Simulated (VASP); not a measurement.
# SiC12 in VASP: a series of runs

SiC12 is run at these levels: PBE+D3(BJ); tasks: single point.

All numbers are computed with VASP 6.6.1; they aren't measurements. Logs are shortened: lines on timing, memory, paths and dates and some standing lists are left out, and cuts for length are marked.

### Step 1. The cell of the first run

The cell holds a slab with vacuum, 13 atoms: a = 4.931 Å, b = 3.612 Å, c = 22.336 Å, α = 90.00°, β = 90.00°, γ = 109.96°.

### Step 2. Single point, PBE+D3(BJ), collinear spin

Contents of INCAR:

```
ALGO = Normal ; DIPOL = 0.5 0.5 0.308
EDIFF = 1E-6 ; ENCUT = 520
GGA = PE ; IDIPOL = 3
ISIF = 2 ; ISMEAR = 0
ISPIN = 2 ; IVDW = 12
KPAR = 4 ; LASPH = True
LCHARG = False ; LDIPOL = True
LORBIT = 11 ; LREAL = False
LWAVE = False ; MAGMOM = 0 0 0 0 0 0 0 0 0 0 0 0 2
NBANDS = 42 ; NELM = 150
PREC = Accurate ; SIGMA = 0.05
```

Contents of KPOINTS:

```
k-points
0
Gamma
  6 8 1
```

Contents of POSCAR:

```
SiC12
1.0
    4.9311586499      0.0000000000      0.0000000000
   -1.2327896625      3.3947778379      0.0000000000
    0.0000000000      0.0000000000     22.3359273566
C Si
12 1
Direct
    0.2500000000      0.0000000000      0.1790836770
    0.7500000000      0.0000000000      0.1790836770
    0.0000000000      0.0000000000      0.2109204464
    0.5000000000      0.0000000000      0.2109204464
    0.0000000000      0.0000000000      0.2746309355
    0.5000000000      0.0000000000      0.2746309355
    0.2500000000      0.0000000000      0.3057016522
    0.7500000000      0.0000000000      0.3057016522
    0.2500000000      0.0000000000      0.3723849422
    0.7500000000      0.0000000000      0.3723849422
    0.0000000000      0.0000000000      0.4000696821
    0.5000000000      0.0000000000      0.4000696821
    0.1666666667      0.5000000000      0.5119969802
```

Potentials or basis: VASP PAW PBE potentials, release 64 (C, Si).

Command:

```sh
$ cat potpaw_PBE.64/C/POTCAR potpaw_PBE.64/Si/POTCAR > POTCAR
$ mpirun -np 4 vasp_std > vasp.out
```

OUTCAR:

```text
EDIFF = 1E-6
   ENCUT = 520
   GGA = PE
   ISIF = 2
   ISMEAR = 0
   ISPIN = 2
   IVDW = 12
   LASPH = True
   LORBIT = 11
   LREAL = False
   NELM = 150
   PREC = Accurate
 IVDW          = 12

 ion  position               nearest neighbor table
   1  0.250  0.000  0.179-   3 1.42   4 1.42
   2  0.750  0.000  0.179-   3 1.42   4 1.42
   3  0.000  0.000  0.211-   5 1.42   2 1.42   1 1.42
   4  0.500  0.000  0.211-   6 1.42   2 1.42   1 1.42
   5  0.000  0.000  0.275-   7 1.41   8 1.41   3 1.42
   6  0.500  0.000  0.275-   7 1.41   8 1.41   4 1.42
   7  0.250  0.000  0.306-   5 1.41   6 1.41   9 1.49
   8  0.750  0.000  0.306-   5 1.41   6 1.41  10 1.49
   9  0.250  0.000  0.372-  11 1.38  12 1.38   7 1.49
  10  0.750  0.000  0.372-  11 1.38  12 1.38   8 1.49
  11  0.000  0.000  0.400-   9 1.38  10 1.38
  12  0.500  0.000  0.400-   9 1.38  10 1.38
  13  0.167  0.500  0.512-

  Warning from LATTYP: Monoclinic adjustment (A1->A3, A2->A1, A3->A2)!
  LATTYP: Found a simple monoclinic cell.
 ALAT       =     3.6116875447
 B/A-ratio  =     6.1843465361
 C/A-ratio  =     1.3653336810
 COS(beta)  =    -0.3413334202

  Lattice vectors:

 A1 = (  -1.2327896625,   3.3947778379,   0.0000000000)
 A2 = (   0.0000000000,   0.0000000000,  22.3359273566)
 A3 = (   4.9311586499,   0.0000000000,   0.0000000000)

Analysis of symmetry for initial positions (statically):
=====================================================================
 Subroutine PRICEL returns:
 Original cell was already a primitive cell.

 Routine SETGRP: Setting up the symmetry group for a
 simple monoclinic supercell.

 Subroutine GETGRP returns: Found  1 space group operations
 (whereof  1 operations were pure point group operations)
 out of a pool of  4 trial point group operations.

The static configuration has the point symmetry C_1 .

Analysis of symmetry for dynamics (positions and initial velocities):
=====================================================================
 Subroutine PRICEL returns:
 Original cell was already a primitive cell.

 Routine SETGRP: Setting up the symmetry group for a
 simple monoclinic supercell.

 Subroutine GETGRP returns: Found  1 space group operations
 (whereof  1 operations were pure point group operations)
 out of a pool of  4 trial point group operations.

[... 204 lines left out ...]
      5     -16.5415      1.00000
      6     -14.9923      1.00000
[... 973 lines left out ...]
     37       4.5464      0.00000
     38       5.0825      0.00000

 [... further k-points ...]

 spin component 2

 k-point     1 :       0.0000    0.0000    0.0000
  band No.  band energies     occupation
      1     -20.8977      1.00000
      2     -19.2470      1.00000
      3     -16.8809      1.00000
      4     -16.6116      1.00000
      5     -16.5419      1.00000
      6     -14.9941      1.00000
[... 973 lines left out ...]
     37       4.6135      0.00000
     38       5.1587      0.00000

 [... further k-points ...]

 [bands above 38 left out]

------------------------ aborting loop because EDIFF is reached ----------------------------------------

 vacuum level on the upper side and lower side of the slab       (xc-potential included)        -1.532         1.196

 Edisp (eV)   -1.72791

 E8    (eV) :    -0.5343

  FORCE on cell =-STRESS in cart. coord.  units (eV):
  Direction    XX          YY          ZZ          XY          YZ          ZX
  --------------------------------------------------------------------------------------
  -------------------------------------------------------------------------------------
  Total      -0.00785    -5.27269    -4.63631     0.04336    -0.11407     0.52088
  in kB      -0.03366   -22.59326   -19.86639     0.18580    -0.48878     2.23193
  external pressure =      -14.16 kB  Pullay stress =        0.00 kB

 VOLUME and BASIS-vectors are now :
 -----------------------------------------------------------------------------
  energy-cutoff  :      520.00
  volume of cell :      373.91
      direct lattice vectors                 reciprocal lattice vectors
     4.931158650  0.000000000  0.000000000     0.202792096  0.073642522  0.000000000
    -1.232789663  3.394777838  0.000000000     0.000000000  0.294570086  0.000000000
     0.000000000  0.000000000 22.335927357     0.000000000  0.000000000  0.044770919

 POSITION                                       TOTAL-FORCE (eV/Angst)
 -----------------------------------------------------------------------------------
      1.23279      0.00000      4.00000         0.042768     -0.014903      2.063943
      3.69837      0.00000      4.00000        -0.043077      0.015488      2.054013
      0.00000      0.00000      4.71110        -0.015356     -0.026285     -3.519441
      2.46558      0.00000      4.71110         0.015395      0.030905     -3.431570
      0.00000      0.00000      6.13414        -0.013755      0.022700      1.237326
      2.46558      0.00000      6.13414         0.016225     -0.026330      1.248024
      1.23279      0.00000      6.82813         0.008226      0.024381      0.543330
      3.69837      0.00000      6.82813        -0.029873     -0.029147      0.504397
      1.23279      0.00000      8.31756         0.142401      0.061597     -1.432809
      3.69837      0.00000      8.31756        -0.141108     -0.048105     -1.096275
      0.00000      0.00000      8.93593         0.201860      0.742988      2.292592
      2.46558      0.00000      8.93593        -0.376384     -0.711721      1.934901
      0.20546      1.69739     11.43593         0.192677     -0.041569     -2.398430
 -----------------------------------------------------------------------------------
    total drift:                                0.000030     -0.000064      0.000134

  FREE ENERGIE OF THE ION-ELECTRON SYSTEM (eV)
  ---------------------------------------------------
  free  energy   TOTEN  =      -103.1334064136 eV

  energy  without entropy=     -103.1235165322  energy(sigma->0) =     -103.12846147

 vacuum level on the upper side and lower side of the slab         1.757         4.544

 total charge

# of ion       s       p       d       tot
------------------------------------------
    1        0.919   1.512   0.000   2.431
    2        0.919   1.513   0.000   2.432
    3        0.865   1.774   0.000   2.639
    4        0.865   1.774   0.000   2.639
    5        0.872   1.775   0.000   2.647
    6        0.871   1.777   0.000   2.648
    7        0.866   1.748   0.000   2.614
    8        0.866   1.748   0.000   2.614
    9        0.872   1.784   0.000   2.656
   10        0.870   1.785   0.000   2.655
   11        0.895   1.610   0.000   2.504
   12        0.897   1.611   0.000   2.507
   13        0.957   0.462   0.000   1.420
--------------------------------------------------
tot         11.532  20.873   0.000  32.405

 magnetization (x)

# of ion       s       p       d       tot
------------------------------------------
    1       -0.002  -0.002   0.000  -0.003
    2       -0.001  -0.001   0.000  -0.003
    3        0.000  -0.000   0.000   0.000
    4        0.000  -0.000   0.000  -0.000
    5        0.000   0.000   0.000   0.000
    6        0.000   0.000   0.000   0.001
    7        0.000   0.001   0.000   0.001
    8       -0.000  -0.001   0.000  -0.001
    9        0.000  -0.000   0.000  -0.000
   10       -0.000  -0.001   0.000  -0.001
   11        0.001   0.011   0.000   0.012
   12       -0.004  -0.017   0.000  -0.021
   13        0.002   0.081   0.000   0.082
--------------------------------------------------
tot         -0.002   0.070   0.000   0.068
```

It took 16 min on 4 MPI ranks of AMD EPYC 7R43 (Zen 3), shared host; peak memory 0.96 GiB.

What came out:

| Quantity | Value |
| --- | --- |
| Free energy | -103.1334 eV |
| Largest force | 3.520 eV/Å |
| Net moment | 0.26 μB per cell |
| Site moments | C -0.00, +0.00, +0.01, -0.02 (each value once); Si +0.08 μB |
| Valence electrons inside the program's atomic spheres | C 2.43, 2.64, 2.65, 2.61, 2.66, 2.50, 2.51 (each value once); Si 1.42 |
| Dispersion energy per atom | -0.133 eV |

Forces on the atoms (eV/Å):
```
C    0.043 -0.015  2.064
C   -0.043  0.015  2.054
C   -0.015 -0.026 -3.519
C    0.015  0.031 -3.432
C   -0.014  0.023  1.237
C    0.016 -0.026  1.248
C    0.008  0.024  0.543
C   -0.030 -0.029  0.504
C    0.142  0.062 -1.433
C   -0.141 -0.048 -1.096
C    0.202  0.743  2.293
C   -0.376 -0.712  1.935
Si   0.193 -0.042 -2.398
```

Levels at points of the mesh, in eV from the Fermi level:
Spin up:
```tsv
k point	band 24	band 25	band 26	band 27	band 28	band 29
(0.00, 0.00, 0.00)	-1.04	-0.32	-0.11	0.26	0.78	0.90
(0.50, 0.00, 0.00)	-1.18	-1.03	-0.13	-0.12	0.35	1.40
(0.00, 0.50, 0.00)	-0.97	-0.32	-0.07	0.13	0.72	0.89
(0.50, 0.50, 0.00)	-1.85	-0.45	0.01	0.08	0.12	0.79
```
Spin down:
```tsv
k point	band 22	band 23	band 24	band 25	band 26	band 27	band 28	band 29	band 30	band 31
(0.00, 0.00, 0.00)	-2.07	-1.35	-1.07	-0.33	-0.09	0.27	0.89	1.06	1.62	2.30
(0.50, 0.00, 0.00)	-1.44	-1.28	-1.17	-1.01	-0.14	-0.13	0.46	1.52	2.72	2.99
(0.00, 0.50, 0.00)	-2.07	-1.71	-1.00	-0.33	0.04	0.16	0.86	0.89	1.08	1.36
(0.50, 0.50, 0.00)	-2.23	-2.20	-1.68	-0.48	0.05	0.07	0.28	0.99	1.29	2.90
```

### Step 3. Single point, PBE+D3(BJ), collinear spin

Contents of INCAR:

```
PREC     = Accurate       # precision mode
ENCUT    = 520            # plane-wave cutoff, eV
EDIFF    = 1E-6           # SCF threshold, eV
ISMEAR   = 0              # smearing method
SIGMA    = 0.05           # smearing width, eV
LREAL    = F              # projectors in reciprocal space
LASPH    = T              # aspherical terms in the spheres
NELM     = 150            # most SCF steps
ALGO     = Fast           # electronic algorithm
ISIF     = 2              # what is computed and relaxed
LWAVE    = F              # write WAVECAR
LCHARG   = F              # write CHGCAR
ISPIN    = 2              # spin polarisation
MAGMOM   = 0 0 0 0 0 0 0 0 0 0 0 0 2 # initial moments
LORBIT   = 11             # projections on sites
LDIPOL   = T            
IDIPOL   = 3            
DIPOL    = 0.5 0.5 0.308
GGA      = PE             # functional
IVDW     = 12             # dispersion correction
NBANDS   = 42             # bands
KPAR     = 4
```

Contents of KPOINTS:

```
Automatic mesh
0
Gamma
  6 8 1
```

POSCAR, as its differences from that of step 2:

```diff
@@ -20,2 +20,2 @@
     0.5000000000      0.0000000000      0.4000696821
-    0.1666666667      0.5000000000      0.5119969802
+    0.0833333333      0.0000000000      0.5119969802
```

Potentials or basis: VASP PAW PBE potentials, release 64 (C, Si).

Command:

```sh
$ cat potpaw_PBE.64/C/POTCAR potpaw_PBE.64/Si/POTCAR > POTCAR
$ mpirun -np 4 vasp_std > vasp.out
```

OUTCAR:

```text
PREC = Accurate
   ENCUT = 520
   EDIFF = 1E-6
   ISMEAR = 0
   LREAL = F
   LASPH = T
   NELM = 150
   ISIF = 2
   ISPIN = 2
   LORBIT = 11
   GGA = PE
   IVDW = 12
 IVDW          = 12

 ion  position               nearest neighbor table
   1  0.250  0.000  0.179-   3 1.42   4 1.42
   2  0.750  0.000  0.179-   3 1.42   4 1.42
   3  0.000  0.000  0.211-   5 1.42   2 1.42   1 1.42
   4  0.500  0.000  0.211-   6 1.42   2 1.42   1 1.42
   5  0.000  0.000  0.275-   7 1.41   8 1.41   3 1.42
   6  0.500  0.000  0.275-   7 1.41   8 1.41   4 1.42
   7  0.250  0.000  0.306-   5 1.41   6 1.41   9 1.49
   8  0.750  0.000  0.306-   5 1.41   6 1.41  10 1.49
   9  0.250  0.000  0.372-  11 1.38  12 1.38   7 1.49
  10  0.750  0.000  0.372-  11 1.38  12 1.38   8 1.49
  11  0.000  0.000  0.400-   9 1.38  10 1.38  13 2.53
  12  0.500  0.000  0.400-   9 1.38  10 1.38
  13  0.083  0.000  0.512-  11 2.53

[... 2243 lines left out ...]
      1.23279      0.00000      4.00000        -0.018623      0.018681      0.960742
      3.69837      0.00000      4.00000        -0.008634     -0.005855      2.601217
      0.00000      0.00000      4.71110         0.279115     -0.022174     -3.266400
      2.46558      0.00000      4.71110        -0.264297      0.007855     -3.128916
      0.00000      0.00000      6.13414        -0.164470     -0.026791      1.235852
      2.46558      0.00000      6.13414         0.193412      0.023824      1.093172
      1.23279      0.00000      6.82813         0.088010     -0.004135      0.520186
      3.69837      0.00000      6.82813        -0.109171      0.005421      0.592272
      1.23279      0.00000      8.31756         0.136253     -0.000443     -2.188822
      3.69837      0.00000      8.31756        -0.221061      0.035897     -1.311850
      0.00000      0.00000      8.93593         0.547598     -0.060388      3.960963
      2.46558      0.00000      8.93593        -0.464101     -0.011645      1.943390
      0.41093      0.00000     11.43593         0.005967      0.039753     -3.011807
 -----------------------------------------------------------------------------------
    total drift:                               -0.000116      0.000003     -0.000740

  FREE ENERGIE OF THE ION-ELECTRON SYSTEM (eV)
  ---------------------------------------------------
  free  energy   TOTEN  =      -104.3313796220 eV

  energy  without entropy=     -104.3222481418  energy(sigma->0) =     -104.32681388

 vacuum level on the upper side and lower side of the slab         2.403         4.255

 total charge

# of ion       s       p       d       tot
------------------------------------------
    1        0.900   1.539   0.000   2.439
    2        0.889   1.528   0.000   2.417
    3        0.867   1.770   0.000   2.637
    4        0.866   1.772   0.000   2.637
    5        0.873   1.782   0.000   2.654
    6        0.870   1.786   0.000   2.656
    7        0.865   1.752   0.000   2.617
    8        0.867   1.746   0.000   2.613
    9        0.872   1.787   0.000   2.659
   10        0.870   1.787   0.000   2.657
   11        0.886   1.632   0.000   2.518
   12        0.896   1.614   0.000   2.510
   13        0.940   0.491   0.000   1.431
--------------------------------------------------
tot         11.460  20.986   0.000  32.446

 magnetization (x)

# of ion       s       p       d       tot
------------------------------------------
    1       -0.008  -0.017   0.000  -0.024
    2       -0.085  -0.401   0.000  -0.485
    3       -0.003   0.002   0.000  -0.001
    4       -0.003   0.000   0.000  -0.003
    5       -0.005  -0.021   0.000  -0.027
    6       -0.005  -0.028   0.000  -0.033
    7        0.001   0.004   0.000   0.004
    8        0.002   0.023   0.000   0.025
    9       -0.000  -0.005   0.000  -0.005
   10        0.000   0.000   0.000   0.000
   11        0.002   0.004   0.000   0.006
   12        0.016   0.103   0.000   0.119
   13        0.000  -0.009   0.000  -0.008
--------------------------------------------------
tot         -0.088  -0.344   0.000  -0.432
```

It took 31 min on 4 MPI ranks of Oxide Virtual Turin-like, shared host; peak memory 0.99 GiB.

Results:

```yaml
Free_energy: -104.3314 eV
Largest_force: 3.999 eV/Å
Net_moment: -0.76 μB per cell
Site_moments: C -0.02, -0.48, -0.00, -0.03, +0.00, +0.03, -0.01, +0.01, +0.12 (each value once); Si -0.01 μB
Valence_electrons_inside_the_program's_atomic_spheres: C 2.44, 2.42, 2.64, 2.65, 2.66, 2.62, 2.61, 2.52, 2.51 (each value once); Si 1.43
Dispersion_energy_per_atom: -0.131 eV
```

Forces in eV/Å, atoms in the order of the input:
```
C   -0.019  0.019  0.961
C   -0.009 -0.006  2.601
C    0.279 -0.022 -3.266
C   -0.264  0.008 -3.129
C   -0.164 -0.027  1.236
C    0.193  0.024  1.093
C    0.088 -0.004  0.520
C   -0.109  0.005  0.592
C    0.136  0.000 -2.189
C   -0.221  0.036 -1.312
C    0.548 -0.060  3.961
C   -0.464 -0.012  1.943
Si   0.006  0.040 -3.012
```

Levels at points of the mesh, in eV from the Fermi level:
Spin up:
| k point | band 24 | band 25 | band 26 | band 27 | band 28 | band 29 |
| --- | --- | --- | --- | --- | --- | --- |
| (0.00, 0.00, 0.00) | -0.89 | -0.14 | 0.32 | 0.57 | 0.84 | 1.18 |
| (0.50, 0.00, 0.00) | -1.18 | -1.08 | -0.14 | 0.53 | 0.66 | 2.68 |
| (0.00, 0.50, 0.00) | -0.92 | -0.52 | -0.01 | 0.40 | 0.84 | 0.97 |
| (0.50, 0.50, 0.00) | -1.21 | -0.93 | -0.26 | 0.08 | 0.91 | 1.53 |
Spin down:
```tsv
k point	band 24	band 25	band 26	band 27	band 28	band 29
(0.00, 0.00, 0.00)	-1.53	-0.54	-0.06	0.41	0.44	1.10
(0.50, 0.00, 0.00)	-1.43	-1.16	-0.97	-0.19	0.76	2.68
(0.00, 0.50, 0.00)	-1.31	-0.87	-0.26	0.34	0.43	0.49
(0.50, 0.50, 0.00)	-1.70	-1.18	-0.86	0.02	0.11	1.49
```

Caveat: a moment this small can come from the mesh or the smearing.

[end of part 1 of 2]
